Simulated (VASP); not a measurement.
A run of VASP 6.6.1:

INCAR

```
SYSTEM = MgO
PREC = Accurate
ENCUT = 520
EDIFF = 1E-6
ISMEAR = -1
SIGMA = 0.02
LREAL = .False.
LASPH = .True.
NELM = 100
ALGO = Normal
ISIF = 2
LWAVE = .False.
LCHARG = .False.
NBANDS = 16
```

KPOINTS

```
regular mesh
0
Gamma
  7 7 4
  0 0 0
```

File POSCAR:

```
MgO
1.0
    3.3077869900      0.0000000000      0.0000000000
   -1.6538934900      2.8646275600      0.0000000000
    0.0000000000      0.0000000000      4.8832240366
Mg O
2 2
Direct
    0.3333333333      0.6666666667      0.0021597400
    0.6666666667      0.3333333333      0.5021597400
    0.3333333333      0.6666666667      0.4024402600
    0.6666666667      0.3333333333      0.9024402600
```

Potentials or basis: VASP PAW LDA potentials, release 64 (Mg, O).

Launch:

```bash
$ cat potpaw_LDA.64/Mg/POTCAR potpaw_LDA.64/O/POTCAR > POTCAR
$ mpirun -np 1 vasp_std > vasp.out
```

Hardware: 1 thread of Intel Xeon 8259CL, on a shared host.

**Question.** Estimate the wall time of this run.

**Answer.** Wall time 20 s on 1 thread of Intel Xeon 8259CL, with other jobs on the host, peak memory 0.15 GiB. Counts: scf iterations 12, k points 24.
